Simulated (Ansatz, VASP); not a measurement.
Sc in VASP and in Ansatz

```
Sc
1.0
     0.00000    2.32685    2.32685
     2.32685    0.00000    2.32685
     2.32685    2.32685    0.00000
Sc
1
Direct
  0.00000 0.00000 0.00000
```

Alike in both runs: task single point; functional PBE; k mesh 8 × 8 × 8; no spin polarisation.

```csv
,VASP,Ansatz
version,VASP 6.6.1,Ansatz 0.2.0
potentials or method,"VASP PAW PBE potentials, release 64 (Sc_sv), cutoff 500 eV","scalar-relativistic, plane waves, PAW"
occupations,tetrahedron,tetrahedron-uncorrected
valence electrons in the cell,11,11
```

```tsv
	VASP	Ansatz	Ansatz less VASP
gap on the k mesh at the Fermi level (eV)	none	none	-
pressure (GPa)	-1.0	-1.0	-0.01
```

A gap of «none» marks a metal or a gap that the smearing closes. Ansatz's warnings: band table not solved further, stress scf threshold loose.
